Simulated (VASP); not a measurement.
# InSb (Pmmn) in VASP: further runs

InSb is run at these levels: PBE; tasks: single point.

Everything below comes from runs of VASP 6.6.1. Logs are shortened: lines on timing, memory, paths and dates and some standing lists are left out, and cuts for length are marked.

## Step 1: The cell of the first run

Symmetry: Pmmn, No. 59, orthorhombic system. The conventional cell has a = 5.392 Å, b = 5.750 Å, c = 3.083 Å, α = 90.00°, β = 90.00°, γ = 90.00°. Within 3.6 Å of In (site symmetry mm2) lie 4 Sb at 2.74 to 2.92 Å and 2 In at 3.08 Å. Within 3.6 Å of Sb (site symmetry mm2) lie 4 In at 2.74 to 2.92 Å and 2 Sb at 3.08 Å.

## Step 2: Single point, PBE (volume scaled by 1.02)

INCAR reads:

```
SYSTEM = InSb
PREC = Accurate
ENCUT = 520
EDIFF = 1E-6
ISMEAR = -1
SIGMA = 0.08
LREAL = .FALSE.
LASPH = .TRUE.
NELM = 100
ALGO = Normal
ISIF = 2
LWAVE = .FALSE.
LCHARG = .FALSE.
GGA = PE
NBANDS = 26
```

KPOINTS reads:

```
regular mesh
0
G
  6 6 11
  0 0 0
```

POSCAR reads:

```
InSb
1.0
    5.3924778551      0.0000000000      0.0000000000
    0.0000000000      5.7498289170      0.0000000000
    0.0000000000      0.0000000000      3.0832853594
In Sb
2 2
Direct
    0.0000000000      0.0000000000      0.0000000000
    0.5000000000      0.5000000000      0.0000000000
    0.5000000000      0.0000000000      0.8350000000
    0.0000000000      0.5000000000      0.1650000000
```

Potentials or basis: VASP PAW PBE potentials, release 64 (In_d, Sb).

Run with:

```bash
$ cat potpaw_PBE.64/In_d/POTCAR potpaw_PBE.64/Sb/POTCAR > POTCAR
$ mpirun -np 1 vasp_std > vasp.out
```

OUTCAR:

```text
SYSTEM = InSb
   PREC = Accurate
   ENCUT = 520
   EDIFF = 1E-6
   ISMEAR = -1
   LREAL = .FALSE.
   LASPH = .TRUE.
   NELM = 100
   ISIF = 2
   GGA = PE

 ion  position               nearest neighbor table
   1  0.000  0.000  0.000-   3 2.74   3 2.74   4 2.92   4 2.92   3 3.73   3 3.73   4 3.86   4 3.86
                             2 3.94   2 3.94   2 3.94   2 3.94
   2  0.500  0.500  0.000-   4 2.74   4 2.74   3 2.92   3 2.92   4 3.73   4 3.73   3 3.86   3 3.86
                             1 3.94   1 3.94   1 3.94   1 3.94
   3  0.500  0.000  0.835-   1 2.74   1 2.74   2 2.92   2 2.92   1 3.73   1 3.73   2 3.86   2 3.86

   4  0.000  0.500  0.165-   2 2.74   2 2.74   1 2.92   1 2.92   2 3.73   2 3.73   1 3.86   1 3.86

  LATTYP: Found a simple orthorhombic cell.
 ALAT       =     3.0832853594
 B/A-ratio  =     1.7489389487
 C/A-ratio  =     1.8648383937

  Lattice vectors:

 A1 = (   0.0000000000,   0.0000000000,   3.0832853594)
 A2 = (   5.3924778551,   0.0000000000,   0.0000000000)
 A3 = (   0.0000000000,   5.7498289170,   0.0000000000)

Analysis of symmetry for initial positions (statically):
=====================================================================
 Subroutine PRICEL returns:
 Original cell was already a primitive cell.

 Routine SETGRP: Setting up the symmetry group for a
 simple orthorhombic supercell.

 Subroutine GETGRP returns: Found  8 space group operations
 (whereof  4 operations were pure point group operations)
 out of a pool of  8 trial point group operations.

The static configuration has the point symmetry C_2v.
 The point group associated with its full space group is D_2h.

Analysis of symmetry for dynamics (positions and initial velocities):
=====================================================================
 Subroutine PRICEL returns:
 Original cell was already a primitive cell.

 Routine SETGRP: Setting up the symmetry group for a
 simple orthorhombic supercell.

 Subroutine GETGRP returns: Found  8 space group operations
 (whereof  4 operations were pure point group operations)
 out of a pool of  8 trial point group operations.

The dynamic configuration has the point symmetry C_2v.
 The point group associated with its full space group is D_2h.

 Subroutine INISYM returns: Found  8 space group operations
 (whereof  4 operations are pure point group operations),
 and found     1 'primitive' translations

----------------------------------------------------------------------------------------

                                     Primitive cell

  volume of cell :      95.5998

  direct lattice vectors                    reciprocal lattice vectors
     5.392477855  0.000000000  0.000000000     0.185443506  0.000000000  0.000000000
     0.000000000  5.749828917  0.000000000     0.000000000  0.173918218  0.000000000
     0.000000000  0.000000000  3.083285359     0.000000000  0.000000000  0.324329371

  length of vectors
     5.392477855  5.749828917  3.083285359     0.185443506  0.173918218  0.324329371

  position of ions in fractional coordinates (direct lattice)
     0.000000000  0.000000000  0.000000000
     0.500000000  0.500000000  0.000000000
     0.500000000  0.000000000  0.835000000
     0.000000000  0.500000000  0.165000000

  ion indices of the primitive-cell ions
   primitive index   ion index
                 1           1
                 2           2
                 3           3
                 4           4

----------------------------------------------------------------------------------------

 KPOINTS: regular mesh

Automatic generation of k-mesh.
 Grid dimensions read from file:
 generate k-points for:    6    6   11

 Generating k-lattice:

  Cartesian coordinates                     Fractional coordinates (reciprocal lattice)
     0.030907251  0.000000000  0.000000000     0.166666667  0.000000000  0.000000000
     0.000000000  0.028986370  0.000000000     0.000000000  0.166666667  0.000000000
     0.000000000  0.000000000  0.029484488     0.000000000  0.000000000  0.090909091

  Length of vectors
     0.030907251  0.028986370  0.029484488

  Shift w.r.t. Gamma in fractional coordinates (k-lattice)
     0.000000000  0.000000000  0.000000000

 Subroutine IBZKPT returns following result:
 ===========================================

 Found     96 irreducible k-points:

 Following reciprocal coordinates:
            Coordinates               Weight
  0.000000  0.000000  0.000000      1.000000
  0.166667  0.000000  0.000000      2.000000
  0.333333  0.000000  0.000000      2.000000
  0.500000  0.000000  0.000000      1.000000
  0.000000  0.166667  0.000000      2.000000
  0.166667  0.166667  0.000000      4.000000
[... 16 lines left out ...]
  0.333333  0.166667  0.090909      8.000000
  0.500000  0.166667  0.090909      4.000000
 [... further k-points ...]
   k-points           NKPTS =     96   k-points in BZ     NKDIM =     96   number of bands    NBANDS=     26
   number of dos      NEDOS =    301   number of ions     NIONS =      4
   total plane-waves  NPLWV =  46080
   dimension x,y,z NGX =    40 NGY =   48 NGZ =   24
   dimension x,y,z NGXF=    80 NGYF=   96 NGZF=   48
   ions per type =               2   2
   NGX,Y,Z   is equivalent  to a cutoff of  12.33, 13.88, 12.94 a.u.
   NGXF,Y,Z  is equivalent  to a cutoff of  24.66, 27.76, 25.88 a.u.
 SYSTEM =  InSb
   PREC   = accura    normal or accurate (medium, high low for compatibility)
   ISTART =      0    job   : 0-new  1-cont  2-samecut
   ICHARG =      2    charge: 1-file 2-atom 10-const
   ISPIN  =      1    spin polarized calculation?
   LNONCOLLINEAR =      F non collinear calculations
   LSORBIT =      F    spin-orbit coupling
   LASPH  =      T    aspherical Exc in radial PAW
   ENCUT  =  520.0 eV  38.22 Ry    6.18 a.u.  10.03 10.69  5.73*2*pi/ulx,y,z
   NELM   =    100;   NELMIN=  2; NELMDL= -5     # of ELM steps
   EDIFF  = 0.1E-05   stopping-criterion for ELM
   LREAL  =      F    real-space projection
   EDIFFG = 0.1E-04   stopping-criterion for IOM
   NSW    =      0    number of steps for IOM
   IBRION =     -1    ionic relax: 0-MD 1-quasi-New 2-CG
   NFREE  =      0    steps in history (QN), initial steepest desc. (CG)
   ISIF   =      2    stress and relaxation
   ISYM   =      2    0-nonsym 1-usesym 2-fastsym
   POTIM  = 0.5000    time-step for ionic-motion
   TEBEG  =    0.0;   TEEND  =   0.0 temperature during run
   PSTRESS=    0.0 pullay stress
   NELECT =      36.0000    total number of electrons
   NUPDOWN=      -1.0000    fix difference up-down
   EMIN   =  10.00;   EMAX   =-10.00  energy-range for DOS
   EFERMI =   0.00;   METHOD = LEGACY
   ISMEAR =    -1;   SIGMA  =   0.08  broadening in eV -4-tet -1-fermi 0-gaus
   EFERMI_NEDOS =   21; number of points for ismear=-14 and -15
   IALGO  =     38    algorithm
   IMIX   =      4    mixing-type and parameters
     AMIX     =   0.40;   BMIX     =  1.00
     AMIX_MAG =   1.60;   BMIX_MAG =  1.00
  volume/ion in A,a.u.               =      23.90       161.28
  Fermi-wavevector in a.u.,A,eV,Ry     =   1.182197  2.234029 19.015375  1.397591
  Thomas-Fermi vector in A             =   2.318456
   LORBIT       =      0    0 simple, 1 ext, 2 COOP (PROOUT), +10 PAW based schemes
   GGA     = PE    functional components
   LHFCALC =     F    Hartree Fock is set to
   AEXX    =    0.0000 exact exchange contribution
   IVDW    =     0    specifies the selected vdW correction
   LEPSILON=     F    determine dielectric tensor
   LRPA    =     F    only Hartree local field effects (RPA)
 non-spin polarized calculation
  energy-cutoff  :      520.00
  volume of cell :       95.60
 maximum number of plane-waves:      2599
   NGX = 21   NGY = 21   NGZ = 11

 number of electron      35.9999994 magnetization

 Free energy of the ion-electron system (eV)
  ---------------------------------------------------
  ext. energy  EPLUGINS =         0.00000000
  ---------------------------------------------------
  free energy    TOTEN  =       -12.33602528 eV

  energy without entropy =      -12.30588057  energy(sigma->0) =      -12.32095293

 E-fermi :   9.2848     XC(G=0): -10.6195

 val. band max:        9.2805357090   @ k =   0.1667   0.3333   0.4545
 cond. band min:       9.3359649568   @ k =   0.3333   0.1667   0.4545
 fundamental gap:      0.0554292479
 Fermi energy:         9.2847714058

 k-point     1 :       0.0000    0.0000    0.0000
  band No.  band energies     occupation
      1      -5.9690      2.00000
      2      -5.9584      2.00000
      3      -5.8345      2.00000
      4      -5.6358      2.00000
      5      -5.6216      2.00000
      6      -5.4862      2.00000
[... 18 lines left out ...]
     25      18.2278      0.00000
     26      18.5702      0.00000

 k-point     2 :       0.1667    0.0000    0.0000
  band No.  band energies     occupation
      1      -5.9450      2.00000
      2      -5.9392      2.00000
      3      -5.8363      2.00000
      4      -5.6309      2.00000
      5      -5.6285      2.00000
      6      -5.4991      2.00000
[... 18 lines left out ...]
     25      18.2675      0.00000
     26      18.5790      0.00000

 k-point     3 :       0.3333    0.0000    0.0000
  band No.  band energies     occupation
      1      -5.9152      2.00000
      2      -5.8826      2.00000
      3      -5.8229      2.00000
      4      -5.6682      2.00000
      5      -5.6066      2.00000
      6      -5.5323      2.00000
[... 18 lines left out ...]
     25      16.9470      0.00000
     26      17.3381      0.00000

 k-point     4 :       0.5000    0.0000    0.0000
  band No.  band energies     occupation
      1      -5.8872      2.00000
      2      -5.8872      2.00000
      3      -5.7421      2.00000
      4      -5.7421      2.00000
      5      -5.5723      2.00000
      6      -5.5723      2.00000
[... 18 lines left out ...]
     25      16.6878      0.00000
     26      16.6878      0.00000
[... 496 lines left out ...]
      1      -5.9103      2.00000
      2      -5.9005      2.00000
      3      -5.7949      2.00000
      4      -5.6394      2.00000
      5      -5.6174      2.00000
      6      -5.5072      2.00000
[... 18 lines left out ...]
     25      16.9031      0.00000
     26      17.5783      0.00000

 k-point    23 :       0.3333    0.1667    0.0909
  band No.  band energies     occupation
      1      -5.8739      2.00000
      2      -5.8521      2.00000
      3      -5.7888      2.00000
      4      -5.6677      2.00000
      5      -5.5987      2.00000
      6      -5.5355      2.00000
[... 18 lines left out ...]
     25      16.2045      0.00000
     26      16.7838      0.00000

 k-point    24 :       0.5000    0.1667    0.0909
  band No.  band energies     occupation
      1      -5.8482      2.00000
      2      -5.8482      2.00000
      3      -5.7276      2.00000
      4      -5.7276      2.00000
      5      -5.5695      2.00000
      6      -5.5695      2.00000
[... 18 lines left out ...]
     25      16.3667      0.00000
     26      16.3667      0.00000

 [... further k-points ...]
[... 5 lines left out ...]
  --------------------------------------------------------------------------------------
  -------------------------------------------------------------------------------------
  Total       16.0177253      7.4778887      4.3103912      0.0000000      0.0000000      0.0000000
  in kB      268.4444374    125.3235138     72.2387557      0.0000000      0.0000000      0.0000000
  external PRESSURE =     155.3355690 kB  Pullay stress =       0.0000000 kB

 VOLUME and BASIS-vectors are now :
 -----------------------------------------------------------------------------
  energy-cutoff  :      520.00
  volume of cell :       95.60
      direct lattice vectors                 reciprocal lattice vectors
     5.392477855  0.000000000  0.000000000     0.185443506  0.000000000  0.000000000
     0.000000000  5.749828917  0.000000000     0.000000000  0.173918218  0.000000000
     0.000000000  0.000000000  3.083285359     0.000000000  0.000000000  0.324329371

 POSITION                                       TOTAL-FORCE (eV/Angst)
 -----------------------------------------------------------------------------------
      0.00000      0.00000      0.00000         0.000000      0.000000      0.258916
      2.69624      2.87491      0.00000         0.000000      0.000000     -0.258916
      2.69624      0.00000      2.57454         0.000000      0.000000     -0.704535
      0.00000      2.87491      0.50874         0.000000      0.000000      0.704535
 -----------------------------------------------------------------------------------
    total drift:                               -0.000000      0.000000     -0.000000

  FREE ENERGIE OF THE ION-ELECTRON SYSTEM (eV)
  ---------------------------------------------------
  free  energy   TOTEN  =       -12.3360252814 eV

  energy  without entropy=      -12.3058805730  energy(sigma->0) =      -12.32095293
```

It took 77 s on 1 thread of Intel Xeon 6975P-C (Granite Rapids), shared host; peak memory 0.35 GiB.

What came out:

```yaml
Free_energy: -12.3360 eV
Pressure: 15.5 GPa
Largest_force: 0.705 eV/Å
Band_gap_on_the_k_mesh: zero (band 18 reaches 10.94 eV, above the bottom of band 19 at 7.69 eV)
```

Forces in eV/Å, atoms in the order of the input:
```
In   0.000  0.000  0.259
In   0.000  0.000 -0.259
Sb   0.000  0.000 -0.705
Sb   0.000  0.000  0.705
```

Caveat: spin-orbit coupling is left out, which moves the levels of the heavy elements.

## Step 3: Single point, PBE (zz strain of +2 %)

INCAR reads:

```
SYSTEM = InSb
PREC = Accurate ; ENCUT = 520
EDIFF = 1E-7 ; ISMEAR = -1
SIGMA = 0.08 ; LREAL = .FALSE.
LASPH = .TRUE. ; NELM = 80
ALGO = Normal ; ISIF = 2
LWAVE = .FALSE. ; LCHARG = .TRUE.
GGA = PE ; LELF = .TRUE.
LVHAR = .TRUE. ; NBANDS = 26
```

KPOINTS is that of step 2.

POSCAR reads:

```
InSb
1.0
    5.3570000000      0.0000000000      0.0000000000
    0.0000000000      5.7120000000      0.0000000000
    0.0000000000      0.0000000000      3.1242600000
In Sb
2 2
Direct
    0.0000000000      0.0000000000      0.0000000000
    0.5000000000      0.5000000000      0.0000000000
    0.5000000000      0.0000000000      0.8350000000
    0.0000000000      0.5000000000      0.1650000000
```

Potentials or basis: VASP PAW PBE potentials, release 64 (In_d, Sb).

Run with:

```bash
$ cat potpaw_PBE.64/In_d/POTCAR potpaw_PBE.64/Sb/POTCAR > POTCAR
$ mpirun -np 1 vasp_std > vasp.out
```

Wall time 80 s (1 thread of Intel Xeon 6975P-C (Granite Rapids), shared host); peak memory 0.34 GiB.

It converged, with:

* Free energy: -12.2292 eV
* Pressure: 16.0 GPa
* Largest force: 0.801 eV/Å
* Band gap on the k mesh: zero (band 18 reaches 11.09 eV, above the bottom of band 19 at 7.69 eV)

Forces in eV/Å, atoms in the order of the input:
```
In   0.000  0.000  0.292
In   0.000  0.000 -0.292
Sb   0.000  0.000 -0.801
Sb   0.000  0.000  0.801
```

Stress tensor (GPa, compression positive):
```
28.55  0.00  0.00
 0.00 13.18  0.00
 0.00  0.00  6.33
```

Levels at points of the mesh, in eV from the Fermi level:
```csv
k point,band 14,band 15,band 16,band 17,band 18,band 19,band 20,band 21,band 22,band 23
"(0.00, 0.00, 0.00)",-5.69,-5.64,-2.82,-2.47,-2.08,3.16,3.88,3.90,6.43,6.96
"(0.50, 0.00, 0.00)",-6.61,-4.34,-4.34,1.12,1.12,4.08,4.08,4.64,4.64,6.71
"(0.00, 0.50, 0.00)",-5.76,-4.51,-4.51,-0.24,-0.24,3.92,3.92,4.21,4.21,6.52
"(0.50, 0.50, 0.00)",-8.46,-0.32,-0.32,1.45,1.45,2.55,2.55,2.88,2.88,4.26
```

Caveat: the cell differs from its parent crystal (zz strain of +2 %); spin-orbit coupling is left out, which moves the levels of the heavy elements.

## Step 4: Single point, PBE (volume scaled by 1.06)

INCAR reads:

```
PREC     = Accurate       # precision mode
ENCUT    = 520            # plane-wave cutoff, eV
EDIFF    = 1E-6           # SCF threshold, eV
ISMEAR   = -1             # smearing method
SIGMA    = 0.08           # smearing width, eV
LREAL    = F              # projectors in reciprocal space
LASPH    = T              # aspherical terms in the spheres
NELM     = 80             # most SCF steps
ALGO     = Normal         # electronic algorithm
ISIF     = 2              # what is computed and relaxed
LWAVE    = F              # write WAVECAR
LCHARG   = F              # write CHGCAR
GGA      = PE             # functional
NBANDS   = 26             # bands
```

KPOINTS reads:

```
Automatic mesh
0
Gamma
  6 6 11
```

POSCAR reads:

```
InSb
1.0
    5.4620658897      0.0000000000      0.0000000000
    0.0000000000      5.8240284417      0.0000000000
    0.0000000000      0.0000000000      3.1230740751
In Sb
2 2
Direct
    0.0000000000      0.0000000000      0.0000000000
    0.5000000000      0.5000000000      0.0000000000
    0.5000000000      0.0000000000      0.8350000000
    0.0000000000      0.5000000000      0.1650000000
```

Run with:

```bash
$ cat potpaw_PBE.64/In_d/POTCAR potpaw_PBE.64/Sb/POTCAR > POTCAR
$ mpirun -np 1 vasp_std > vasp.out
```

It took 99 s on 1 thread of Intel Xeon 6975P-C (Granite Rapids), shared host; peak memory 0.36 GiB.

The run converged. Its results:

| Item | Value |
| --- | --- |
| Free energy | -12.6522 eV |
| Pressure | 11.5 GPa |
| Largest force | 0.604 eV/Å |
| Band gap on the k mesh | zero (band 18 reaches 10.28 eV, above the bottom of band 19 at 7.22 eV) |

Forces on the atoms (eV/Å):
```
In   0.000  0.000  0.232
In   0.000  0.000 -0.232
Sb   0.000  0.000 -0.604
Sb   0.000  0.000  0.604
```

Stress tensor (GPa, compression positive):
```
21.35  0.00  0.00
 0.00  8.87  0.00
 0.00  0.00  4.35
```

Levels at points of the mesh, in eV from the Fermi level:
```
           k point  band 16  band 17  band 18  band 19  band 20  band 21
(0.00, 0.00, 0.00)    -2.80    -2.78    -2.05     3.14     4.07     4.13
(0.50, 0.00, 0.00)    -4.17     0.94     0.94     4.04     4.04     4.44
(0.00, 0.50, 0.00)    -4.36    -0.34    -0.34     3.65     3.65     4.29
(0.50, 0.50, 0.00)    -0.44     1.33     1.33     2.37     2.37     2.55
```

Caveat: spin-orbit coupling is left out, which moves the levels of the heavy elements.

## Step 5: Summary

```tsv
cell	gap on the mesh (eV)	pressure (GPa)	largest force (eV/Å)
a = 5.392, b = 5.750, c = 3.083 Å, 4 atoms	none	15.5	0.70
a = 5.357, b = 5.712, c = 3.124 Å, 4 atoms	none	16.0	0.80
a = 5.462, b = 5.824, c = 3.123 Å, 4 atoms	none	11.5	0.60
```

Alike in all rows: task single point; level PBE; potentials or basis VASP PAW PBE potentials, release 64 (In_d, Sb); no spin polarisation; k mesh 6 × 6 × 11; cutoff (eV) 520; smearing fermi-dirac 0.08 eV.

Caveats: spin-orbit coupling is left out, which moves the levels of the heavy elements.

Total energies depend on the potentials used, so only differences within one code and one set of settings carry meaning.
